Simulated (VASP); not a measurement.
A run of VASP 6.6.1:

The input POSCAR:

```
TaCu2O3
1.0
    2.6837451900      4.6483819000      0.0000000000
   -2.6837451900      4.6483819000      0.0000000000
    0.0000000000      0.0000000000      3.6092614300
Cu Ta O
2 1 3
Direct
    0.3333000000      0.3334000000      0.5000000000
    0.6666000000      0.6667000000      0.5000000000
    0.0000000000      0.0000000000      0.0000000000
    0.5000000000      0.5000000000      0.0000000000
    0.5000000000      0.0000000000      0.0000000000
    0.0000000000      0.5000000000      0.0000000000
```

Contents of INCAR.step1:

```
PREC = Accurate
ENCUT = 520
ISMEAR = -1
SIGMA = 0.1
LREAL = F
LASPH = T
NELM = 100
NBANDS = 34
GGA = PE
ALGO = Normal
EDIFF = 1E-4
LWAVE = T
LCHARG = F
```

INCAR.step2

```
PREC = Accurate
ENCUT = 520
EDIFF = 1E-6
ISMEAR = -1
SIGMA = 0.1
LREAL = F
LASPH = T
NELM = 100
ALGO = Normal
ISIF = 2
LWAVE = F
LCHARG = F
METAGGA = R2SCAN
LMIXTAU = T
NBANDS = 34
ISTART = 1
```

File KPOINTS:

```
regular mesh
0
Gamma
  4 4 5
```

Potentials or basis: VASP PAW PBE potentials, release 64 (Cu, Ta_pv, O).

Launch:

```console
$ cat potpaw_PBE.64/Cu/POTCAR potpaw_PBE.64/Ta_pv/POTCAR potpaw_PBE.64/O/POTCAR > POTCAR
$ cp INCAR.step1 INCAR
$ mpirun -np 1 vasp_std > vasp.out
$ cp INCAR.step2 INCAR
$ mpirun -np 1 vasp_std > vasp.out
```

Hardware: 1 thread of AMD EPYC 9R45 96-Core Processor (Zen 5), on a shared host.

Estimate the wall time of this run.

It took 2.9 min on 1 thread of AMD EPYC 9R45 96-Core Processor (Zen 5), with other jobs on the host, peak memory 0.21 GiB. Counts: k points 21.
